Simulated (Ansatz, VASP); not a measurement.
One calculation of AlAs, two programs

```
Al As
1.0
     0.00000    2.84000    2.84000
     2.84000    0.00000    2.84000
     2.84000    2.84000    0.00000
Al As
1 1
Direct
  0.00000 0.00000 0.00000
  0.25000 0.25000 0.25000
```

Alike in both runs: task relaxation of cell and atoms; functional PBE; dispersion D3(BJ); k mesh 8 × 8 × 8; occupations gaussian, width 0.02 eV; no spin polarisation.

|  | VASP | Ansatz |
| --- | --- | --- |
| version | VASP 6.6.1 | Ansatz 0.2.0 |
| potentials or method | VASP PAW PBE potentials, release 64 (Al, As), cutoff 500 eV | scalar-relativistic, plane waves, PAW |
| valence electrons in the cell | 8 | 18 |

|  | VASP | Ansatz | Ansatz less VASP |
| --- | --- | --- | --- |
| gap on the k mesh at the Fermi level, each at its own relaxed structure (eV) | 1.44 | 1.45 | +0.006 |
| relaxed volume (Å³/atom) | 22.78 | 22.72 | -0.058 |
| relaxed cell length with the largest relative difference (Å) | 4.009 | 4.005 | -0.0034 |

VASP's potentials hold 8 valence electrons a cell and Ansatz's 18, so a difference there can come from the potentials and not from the codes.
